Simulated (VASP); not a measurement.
# Re (P6_3/mmc) in VASP: further runs

The runs below take Re through single point, with LDA.

Program: VASP 6.6.1. These are calculated values, not measurements. Logs are shortened: lines on timing, memory, paths and dates and some standing lists are left out, and cuts for length are marked.

## (1) The cell of the first run

Symmetry: P6_3/mmc, No. 194, hexagonal system. Conventional cell: a = 2.739 Å, b = 2.739 Å, c = 4.412 Å, α = 90.00°, β = 90.00°, γ = 120.00°. Within 3.6 Å of Re (site symmetry -6m2) lie 12 Re at 2.71 to 2.74 Å.

## (2) Single point, LDA

Contents of INCAR:

```
ALGO = Normal
EDIFF = 1E-6
ENCUT = 600
GGA = CA
GGA_COMPAT = F
ISIF = 2
ISMEAR = 1
LASPH = T
LCHARG = F
LREAL = F
LWAVE = F
NBANDS = 14
NELM = 120
PREC = Accurate
SIGMA = 0.03
```

Contents of KPOINTS:

```
k-points
0
Gamma
  13 13 7
```

Contents of POSCAR:

```
Re
1.0
    2.7391880258      0.0000000000      0.0000000000
   -1.3695940129      2.3722064161      0.0000000000
    0.0000000000      0.0000000000      4.4118668232
Re
2
Direct
    0.3333333333      0.6666666667      0.2500000000
    0.6666666667      0.3333333333      0.7500000000
```

Potentials or basis: VASP PAW LDA potentials, release 64 (Re).

The run is started by

```bash
cat potpaw_LDA.64/Re/POTCAR > POTCAR
mpirun -np 1 vasp_std > vasp.out
```

OUTCAR:

```text
EDIFF = 1E-6
   ENCUT = 600
   GGA = CA
   ISIF = 2
   ISMEAR = 1
   LASPH = T
   LREAL = F
   NELM = 120
   PREC = Accurate

 ion  position               nearest neighbor table
   1  0.333  0.667  0.250-   2 2.71   2 2.71   2 2.71   2 2.71   2 2.71   2 2.71
   2  0.667  0.333  0.750-   1 2.71   1 2.71   1 2.71   1 2.71   1 2.71   1 2.71

  LATTYP: Found a hexagonal cell.
 ALAT       =     2.7391880258
 C/A-ratio  =     1.6106476743

  Lattice vectors:

 A1 = (   2.7391880258,   0.0000000000,   0.0000000000)
 A2 = (  -1.3695940129,   2.3722064161,   0.0000000000)
 A3 = (   0.0000000000,   0.0000000000,   4.4118668232)

Analysis of symmetry for initial positions (statically):
=====================================================================
 Subroutine PRICEL returns:
 Original cell was already a primitive cell.

 Routine SETGRP: Setting up the symmetry group for a
 hexagonal supercell.

 Subroutine GETGRP returns: Found 24 space group operations
 (whereof 12 operations were pure point group operations)
 out of a pool of 24 trial point group operations.

The static configuration has the point symmetry D_3d.
 The point group associated with its full space group is D_6h.

Analysis of symmetry for dynamics (positions and initial velocities):
=====================================================================
 Subroutine PRICEL returns:
 Original cell was already a primitive cell.

 Routine SETGRP: Setting up the symmetry group for a
 hexagonal supercell.

 Subroutine GETGRP returns: Found 24 space group operations
 (whereof 12 operations were pure point group operations)
 out of a pool of 24 trial point group operations.

The dynamic configuration has the point symmetry D_3d.
 The point group associated with its full space group is D_6h.

 Subroutine INISYM returns: Found 24 space group operations
 (whereof 12 operations are pure point group operations),
 and found     1 'primitive' translations

----------------------------------------------------------------------------------------

                                     Primitive cell

  volume of cell :      28.6680

  direct lattice vectors                    reciprocal lattice vectors
     2.739188026  0.000000000  0.000000000     0.365071689  0.210774238  0.000000000
    -1.369594013  2.372206416  0.000000000     0.000000000  0.421548476  0.000000000
     0.000000000  0.000000000  4.411866823     0.000000000  0.000000000  0.226661420

  length of vectors
     2.739188026  2.739188026  4.411866823     0.421548476  0.421548476  0.226661420

  position of ions in fractional coordinates (direct lattice)
     0.333333333  0.666666667  0.250000000
     0.666666667  0.333333333  0.750000000

  ion indices of the primitive-cell ions
   primitive index   ion index
                 1           1
                 2           2

----------------------------------------------------------------------------------------

 KPOINTS: k-points

Automatic generation of k-mesh.
 Grid dimensions read from file:
 generate k-points for:   13   13    7

 Generating k-lattice:

  Cartesian coordinates                     Fractional coordinates (reciprocal lattice)
     0.028082438  0.016213403  0.000000000     0.076923077  0.000000000  0.000000000
     0.000000000  0.032426806  0.000000000     0.000000000  0.076923077  0.000000000
     0.000000000  0.000000000  0.032380203     0.000000000  0.000000000  0.142857143

  Length of vectors
     0.032426806  0.032426806  0.032380203

  Shift w.r.t. Gamma in fractional coordinates (k-lattice)
     0.000000000  0.000000000  0.000000000

 Subroutine IBZKPT returns following result:
 ===========================================

 Found     84 irreducible k-points:

 Following reciprocal coordinates:
            Coordinates               Weight
  0.000000  0.000000  0.000000      1.000000
  0.076923 -0.000000  0.000000      6.000000
  0.153846  0.000000  0.000000      6.000000
  0.230769 -0.000000  0.000000      6.000000
  0.307692  0.000000  0.000000      6.000000
  0.384615 -0.000000  0.000000      6.000000
[... 16 lines left out ...]
  0.076923 -0.000000  0.142857     12.000000
  0.153846  0.000000  0.142857     12.000000
 [... further k-points ...]
   k-points           NKPTS =     84   k-points in BZ     NKDIM =     84   number of bands    NBANDS=     14
   number of dos      NEDOS =    301   number of ions     NIONS =      2
   total plane-waves  NPLWV =  20736
   dimension x,y,z NGX =    24 NGY =   24 NGZ =   36
   dimension x,y,z NGXF=    48 NGYF=   48 NGZF=   72
   ions per type =               2
   NGX,Y,Z   is equivalent  to a cutoff of  14.57, 14.57, 13.57 a.u.
   NGXF,Y,Z  is equivalent  to a cutoff of  29.13, 29.13, 27.13 a.u.
 SYSTEM =  unknown system
   PREC   = accura    normal or accurate (medium, high low for compatibility)
   ISTART =      0    job   : 0-new  1-cont  2-samecut
   ICHARG =      2    charge: 1-file 2-atom 10-const
   ISPIN  =      1    spin polarized calculation?
   LNONCOLLINEAR =      F non collinear calculations
   LSORBIT =      F    spin-orbit coupling
   LASPH  =      T    aspherical Exc in radial PAW
   ENCUT  =  600.0 eV  44.10 Ry    6.64 a.u.   5.47  5.47  8.81*2*pi/ulx,y,z
   NELM   =    120;   NELMIN=  2; NELMDL= -5     # of ELM steps
   EDIFF  = 0.1E-05   stopping-criterion for ELM
   LREAL  =      F    real-space projection
   EDIFFG = 0.1E-04   stopping-criterion for IOM
   NSW    =      0    number of steps for IOM
   IBRION =     -1    ionic relax: 0-MD 1-quasi-New 2-CG
   NFREE  =      0    steps in history (QN), initial steepest desc. (CG)
   ISIF   =      2    stress and relaxation
   ISYM   =      2    0-nonsym 1-usesym 2-fastsym
   POTIM  = 0.5000    time-step for ionic-motion
   TEBEG  =    0.0;   TEEND  =   0.0 temperature during run
   PSTRESS=    0.0 pullay stress
   NELECT =      14.0000    total number of electrons
   NUPDOWN=      -1.0000    fix difference up-down
   EMIN   =  10.00;   EMAX   =-10.00  energy-range for DOS
   EFERMI =   0.00;   METHOD = LEGACY
   ISMEAR =     1;   SIGMA  =   0.03  broadening in eV -4-tet -1-fermi 0-gaus
   EFERMI_NEDOS =   21; number of points for ismear=-14 and -15
   IALGO  =     38    algorithm
   IMIX   =      4    mixing-type and parameters
     AMIX     =   0.40;   BMIX     =  1.00
     AMIX_MAG =   1.60;   BMIX_MAG =  1.00
  volume/ion in A,a.u.               =      14.33        96.73
  Fermi-wavevector in a.u.,A,eV,Ry     =   1.289195  2.436225 22.613205  1.662024
  Thomas-Fermi vector in A             =   2.421103
   LORBIT       =      0    0 simple, 1 ext, 2 COOP (PROOUT), +10 PAW based schemes
   GGA     = CA    functional components
   LHFCALC =     F    Hartree Fock is set to
   AEXX    =    0.0000 exact exchange contribution
   IVDW    =     0    specifies the selected vdW correction
   LEPSILON=     F    determine dielectric tensor
   LRPA    =     F    only Hartree local field effects (RPA)
 non-spin polarized calculation
 Methfessel and Paxton  Order N= 1 SIGMA  =   0.03
  energy-cutoff  :      600.00
  volume of cell :       28.67
 maximum number of plane-waves:       984
 NGX is ok and might be reduce to    24
   NGX = 11   NGY = 11   NGZ = 17

 number of electron      14.0000000 magnetization

 Free energy of the ion-electron system (eV)
  ---------------------------------------------------
  ext. energy  EPLUGINS =         0.00000000
  ---------------------------------------------------
  free energy    TOTEN  =       -27.53242011 eV

  energy without entropy =      -27.53236608  energy(sigma->0) =      -27.53240210

 E-fermi :   8.1716     XC(G=0): -13.9817

 val. band max:        8.1495389906   @ k =   0.1538   0.0769   0.0000
 cond. band min:       8.1837814131   @ k =   0.1538   0.0769   0.1429
 fundamental gap:      0.0342424225
 Fermi energy:         8.1716044359

 k-point     1 :       0.0000    0.0000    0.0000
  band No.  band energies     occupation
      1      -1.7929      2.00000
      2       1.3825      2.00000
      3       6.5082      2.00000
      4       6.5082      2.00000
      5       6.5449      2.00000
      6       7.3891      2.00000
      7       7.3891      2.00000
      8       8.3226     -0.00000
      9       8.3226     -0.00000
     10       9.0122      0.00000
     11      11.6544      0.00000
     12      11.6544      0.00000
     13      18.5957      0.00000
     14      22.4119      0.00000

 k-point     2 :       0.0769   -0.0000    0.0000
  band No.  band energies     occupation
      1      -1.5435      2.00000
      2       1.6156      2.00000
      3       5.9726      2.00000
      4       6.7382      2.00000
      5       6.9943      2.00000
      6       7.2239      2.00000
      7       7.6066      2.00000
      8       7.8146      2.00000
      9       8.1300      2.06459
     10       8.4458     -0.00000
     11      11.7878      0.00000
     12      12.7434      0.00000
     13      18.5898      0.00000
     14      22.9696      0.00000

 k-point     3 :       0.1538    0.0000    0.0000
  band No.  band energies     occupation
      1      -0.8393      2.00000
      2       2.2160      2.00000
      3       5.3542      2.00000
      4       6.3962      2.00000
      5       6.7426      2.00000
      6       7.4125      2.00000
      7       7.6467      2.00000
      8       7.6721      2.00000
      9       8.0514      2.00000
     10       8.2408     -0.00528
     11      12.0775      0.00000
     12      14.6412      0.00000
     13      18.4690      0.00000
     14      24.3569      0.00000
[... 324 lines left out ...]
 k-point    23 :       0.0769   -0.0000    0.1429
  band No.  band energies     occupation
      1      -1.2975      2.00000
      2       1.6439      2.00000
      3       5.9666      2.00000
      4       6.5900      2.00000
      5       6.6304      2.00000
      6       6.8342      2.00000
      7       7.4323      2.00000
      8       7.9046      2.00000
      9       8.5338     -0.00000
     10       8.5961     -0.00000
     11      11.7877      0.00000
     12      12.4471      0.00000
     13      19.6198      0.00000
     14      22.4951      0.00000

 k-point    24 :       0.1538    0.0000    0.1429
  band No.  band energies     occupation
      1      -0.6132      2.00000
      2       2.2665      2.00000
      3       5.4054      2.00000
      4       5.8329      2.00000
      5       6.5814      2.00000
      6       7.0788      2.00000
      7       7.4797      2.00000
      8       7.9445      2.00000
      9       8.3889     -0.00000
     10       8.5761     -0.00000
     11      12.0171      0.00000
     12      13.9142      0.00000
     13      19.5679      0.00000
     14      23.9051      0.00000

 [... further k-points ...]

------------------------ aborting loop because EDIFF is reached ----------------------------------------

  FORCE on cell =-STRESS in cart. coord.  units (eV):
  Direction    XX          YY          ZZ          XY          YZ          ZX
  --------------------------------------------------------------------------------------
  -------------------------------------------------------------------------------------
  Total        0.2844580      0.2844580      0.1423299     -0.0000000      0.0000000      0.0000000
  in kB       15.8976177     15.8976177      7.9544469     -0.0000000      0.0000000      0.0000000
  external PRESSURE =      13.2498941 kB  Pullay stress =       0.0000000 kB

 VOLUME and BASIS-vectors are now :
 -----------------------------------------------------------------------------
  energy-cutoff  :      600.00
  volume of cell :       28.67
      direct lattice vectors                 reciprocal lattice vectors
     2.739188026  0.000000000  0.000000000     0.365071689  0.210774238  0.000000000
    -1.369594013  2.372206416  0.000000000     0.000000000  0.421548476  0.000000000
     0.000000000  0.000000000  4.411866823     0.000000000  0.000000000  0.226661420

 POSITION                                       TOTAL-FORCE (eV/Angst)
 -----------------------------------------------------------------------------------
     -0.00000      1.58147      1.10297         0.000000     -0.000000      0.000000
      1.36959      0.79074      3.30890        -0.000000      0.000000      0.000000
 -----------------------------------------------------------------------------------
    total drift:                               -0.000000      0.000000     -0.000000

  FREE ENERGIE OF THE ION-ELECTRON SYSTEM (eV)
  ---------------------------------------------------
  free  energy   TOTEN  =       -27.5324201082 eV

  energy  without entropy=      -27.5323660795  energy(sigma->0) =      -27.53240210
```

Wall time 14 s (1 thread of Intel Xeon 6975P-C (Granite Rapids), shared host); peak memory 0.16 GiB.

What came out:

```
Free energy            : -27.5324 eV
Pressure               : 1.3 GPa
Band gap on the k mesh : zero (band 7 reaches 9.55 eV, above the bottom of band 8 at 6.50 eV)
```

Caveat: spin-orbit coupling is left out, which moves the levels of the heavy elements.

## (3) Single point, LDA

Contents of INCAR:

```
SYSTEM = Re
PREC     = Accurate       ! precision mode
ENCUT    = 600            ! plane-wave cutoff, eV
EDIFF    = 1E-6           ! SCF threshold, eV
ISMEAR   = 1              ! smearing method
SIGMA    = 0.1            ! smearing width, eV
LREAL    = .FALSE.        ! projectors in reciprocal space
LASPH    = .TRUE.         ! aspherical terms in the spheres
NELM     = 120            ! most SCF steps
ALGO     = Normal         ! electronic algorithm
ISIF     = 2              ! what is computed and relaxed
LWAVE    = .FALSE.        ! write WAVECAR
LCHARG   = .FALSE.        ! write CHGCAR
NBANDS   = 14             ! bands
GGA_COMPAT= .FALSE.
```

Contents of KPOINTS:

```
regular mesh
0
G
  13 13 7
  0 0 0
```

POSCAR is that of step 2.

Potentials or basis: VASP PAW LDA potentials, release 64 (Re).

The run is started by

```bash
cat potpaw_LDA.64/Re/POTCAR > POTCAR
mpirun -np 1 vasp_std > vasp.out
```

It took 17 s on 1 thread of Intel Xeon 6975P-C (Granite Rapids), shared host; peak memory 0.16 GiB.

Results (log left out):

```
Free energy            : -27.5325 eV
Pressure               : 1.4 GPa
Band gap on the k mesh : zero (band 7 reaches 9.55 eV, above the bottom of band 8 at 6.50 eV)
```

Stress tensor (GPa, compression positive):
```
1.48 0.00 0.00
0.00 1.48 0.00
0.00 0.00 1.18
```

Levels at points of the mesh, in eV from the Fermi level:
| k point | band 4 | band 5 | band 6 | band 7 | band 8 | band 9 | band 10 | band 11 |
| --- | --- | --- | --- | --- | --- | --- | --- | --- |
| (0.00, 0.00, 0.00) | -1.65 | -1.61 | -0.77 | -0.77 | 0.17 | 0.17 | 0.86 | 3.50 |

Caveat: spin-orbit coupling is left out, which moves the levels of the heavy elements.
